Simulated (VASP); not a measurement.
Here is a VASP 6.6.1 calculation.

Contents of INCAR:

```
SYSTEM = Te
PREC = Accurate
ENCUT = 520
EDIFF = 1E-6
ISMEAR = -1
SIGMA = 0.05
LREAL = .False.
LASPH = .True.
NELM = 80
ALGO = Normal
ISIF = 2
LWAVE = .False.
LCHARG = .True.
GGA = CA
LELF = .True.
LVHAR = .True.
NBANDS = 16
```

Contents of KPOINTS:

```
regular mesh
0
Gamma
  7 7 5
  0 0 0
```

POSCAR

```
Te
1.0
    4.4540000000      0.0000000000      0.0000000000
   -2.2270000000      3.8572771485      0.0000000000
    0.0000000000      0.0000000000      5.9240000000
Te
3
Direct
    0.7310000000      0.7310000000      0.0000000000
    0.0000000000      0.2690000000      0.6666666667
    0.2690000000      0.0000000000      0.3333333333
```

Potentials or basis: VASP PAW LDA potentials, release 64 (Te).

Launch:

```console
$ cat potpaw_LDA.64/Te/POTCAR > POTCAR
$ mpirun -np 1 vasp_std > vasp.out
```

Problem. Predict the largest force.

Solution. 0.084 eV/Å.

Problem. What does it give for the pressure?

Solution. -1.8 GPa.

Problem. Estimate the band gap on the k mesh.

Solution. 0.57 eV (least direct gap 0.74 eV).

Stress tensor (GPa, compression positive):
```
-1.86  0.00  0.00
 0.00 -1.86  0.00
 0.00  0.00 -1.79
```

Caveat: spin-orbit coupling is left out, which moves the levels of the heavy elements; an odd mesh through Γ misses points on the zone boundary, where band edges can lie.
